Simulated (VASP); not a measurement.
# W (R-3m) in VASP: a series of runs, part 2 of 2

VASP 6.6.1. Earlier steps stand in the parts before.

## Step 3: Single point, PBEsol (shortest bond scaled by 0.64)

Input file INCAR:

```
SYSTEM = W
ALGO = Normal
EDIFF = 1E-7
ENCUT = 520
GGA = PS
ISIF = 2
ISMEAR = -1
LASPH = .TRUE.
LCHARG = .FALSE.
LREAL = .FALSE.
LWAVE = .FALSE.
NBANDS = 21
NELM = 80
PREC = Accurate
SIGMA = 0.05
```

Input file KPOINTS:

```
k-points
0
G
  10 10 10
  0 0 0
```

Input file POSCAR:

```
W
1.0
    0.0000000000      2.7225927735      2.7225927735
    2.7225927735      0.0000000000      2.7225927735
    2.7225927735      2.7225927735      0.0000000000
W
2
Direct
   -0.2600000000     -0.0800000000     -0.0800000000
    0.2600000000      0.0800000000      0.0800000000
```

Potentials or basis: VASP PAW PBE potentials, release 64 (W_sv).

On the command line:

```
$ cat potpaw_PBE.64/W_sv/POTCAR > POTCAR
$ mpirun -np 1 vasp_std > vasp.out
```

OUTCAR:

```text
SYSTEM = W
   EDIFF = 1E-7
   ENCUT = 520
   GGA = PS
   ISIF = 2
   ISMEAR = -1
   LASPH = .TRUE.
   LREAL = .FALSE.
   NELM = 80
   PREC = Accurate

 ion  position               nearest neighbor table
   1  0.740  0.920  0.920-   2 1.51   2 2.76   2 2.76   2 2.76
   2  0.260  0.080  0.080-   1 1.51   1 2.76   1 2.76   1 2.76

 -----------------------------------------------------------------------------
|                                                                             |
|           W    W    AA    RRRRR   N    N  II  N    N   GGGG   !!!           |
|           W    W   A  A   R    R  NN   N  II  NN   N  G    G  !!!           |
|           W    W  A    A  R    R  N N  N  II  N N  N  G       !!!           |
|           W WW W  AAAAAA  RRRRR   N  N N  II  N  N N  G  GGG   !            |
|           WW  WW  A    A  R   R   N   NN  II  N   NN  G    G                |
|           W    W  A    A  R    R  N    N  II  N    N   GGGG   !!!           |
|                                                                             |
|     The distance between some ions is very small. Please check the          |
|     nearest-neighbor list in the OUTCAR file.                               |
|     I HOPE YOU KNOW WHAT YOU ARE DOING!                                     |
|                                                                             |
 -----------------------------------------------------------------------------

  LATTYP: Found a face centered cubic cell.
 ALAT       =     5.4451855470

  Lattice vectors:

 A1 = (   0.0000000000,   2.7225927735,   2.7225927735)
 A2 = (   2.7225927735,   0.0000000000,   2.7225927735)
 A3 = (   2.7225927735,   2.7225927735,   0.0000000000)

Analysis of symmetry for initial positions (statically):
=====================================================================
 Subroutine PRICEL returns:
 Original cell was already a primitive cell.

 Routine SETGRP: Setting up the symmetry group for a
 face centered cubic supercell.

 Subroutine GETGRP returns: Found 12 space group operations
 (whereof  4 operations were pure point group operations)
 out of a pool of 48 trial point group operations.

The static configuration has the point symmetry C_2h.
[... 138 lines left out ...]
  Thomas-Fermi vector in A             =   2.566973
   LORBIT       =      0    0 simple, 1 ext, 2 COOP (PROOUT), +10 PAW based schemes
   GGA     = PS    functional components
   LHFCALC =     F    Hartree Fock is set to
   AEXX    =    0.0000 exact exchange contribution
   IVDW    =     0    specifies the selected vdW correction
   LEPSILON=     F    determine dielectric tensor
   LRPA    =     F    only Hartree local field effects (RPA)
 non-spin polarized calculation
  energy-cutoff  :      520.00
  volume of cell :       40.36
 maximum number of plane-waves:      1106
 NGX is ok and might be reduce to    30
   NGX = 15   NGY = 15   NGZ = 15

 number of electron      28.0000000 magnetization

 Free energy of the ion-electron system (eV)
  ---------------------------------------------------
  ext. energy  EPLUGINS =         0.00000000
  ---------------------------------------------------
  free energy    TOTEN  =         0.60653578 eV

  energy without entropy =        0.61326642  energy(sigma->0) =        0.60990110

 E-fermi :   7.1946     XC(G=0): -11.7052

 val. band max:        7.1540525249   @ k =   0.0000  -0.1000   0.1000
 cond. band min:       7.2105831101   @ k =   0.4000   0.0000   0.5000
 fundamental gap:      0.0565305852
 Fermi energy:         7.1945930558

 k-point     1 :       0.0000    0.0000    0.0000
  band No.  band energies     occupation
      1     -71.8113      2.00000
      2     -63.7795      2.00000
      3     -38.7644      2.00000
      4     -32.8981      2.00000
      5     -32.8981      2.00000
      6     -28.6824      2.00000
[... 565 lines left out ...]
     20      17.1890      0.00000
     21      17.5228      0.00000

 [... further k-points ...]

------------------------ aborting loop because EDIFF is reached ----------------------------------------

  FORCE on cell =-STRESS in cart. coord.  units (eV):
  Direction    XX          YY          ZZ          XY          YZ          ZX
  --------------------------------------------------------------------------------------
  -------------------------------------------------------------------------------------
  Total       60.8430994     60.8430994     60.8430994    -60.0623324     60.0623324    -60.0623324
  in kB     2415.1485798   2415.1485798   2415.1485798  -2384.1562669   2384.1562669  -2384.1562669
  external PRESSURE =    2415.1485798 kB  Pullay stress =       0.0000000 kB

 VOLUME and BASIS-vectors are now :
 -----------------------------------------------------------------------------
  energy-cutoff  :      520.00
  volume of cell :       40.36
      direct lattice vectors                 reciprocal lattice vectors
     0.000000000  2.722592774  2.722592774    -0.183648471  0.183648471  0.183648471
     2.722592774  0.000000000  2.722592774     0.183648471 -0.183648471  0.183648471
     2.722592774  2.722592774  0.000000000     0.183648471  0.183648471 -0.183648471

 POSITION                                       TOTAL-FORCE (eV/Angst)
 -----------------------------------------------------------------------------------
      5.00957      4.51950      4.51950       -65.868229     65.868229     65.868229
      0.43561      0.92568      0.92568        65.868229    -65.868229    -65.868229
 -----------------------------------------------------------------------------------
    total drift:                               -0.000000     -0.000000     -0.000000

  FREE ENERGIE OF THE ION-ELECTRON SYSTEM (eV)
  ---------------------------------------------------
  free  energy   TOTEN  =         0.6065357811 eV

  energy  without entropy=        0.6132664215  energy(sigma->0) =        0.60990110
```

Wall time 2.4 min (1 thread of Intel Xeon Platinum 8488C (Sapphire Rapids), shared host); peak memory 0.21 GiB.

Results:

```
Free energy            : 0.6065 eV
Pressure               : 241.5 GPa
Largest force          : 114.087 eV/Å
Band gap on the k mesh : zero (bands 14 and 15 overlap by 0.86 eV)
```

Forces on the atoms (eV/Å):
```
W   -65.868  65.868  65.868
W    65.868 -65.868 -65.868
```

Caveat: the cell differs from its parent crystal (shortest bond scaled by 0.64); atoms lie so close that the PAW spheres overlap strongly, which falsifies energies and pressures; the cell stands under pressure; the PAW data sets were made with another functional, which shifts forces and pressure a little; spin-orbit coupling is left out, which moves the levels of the heavy elements.
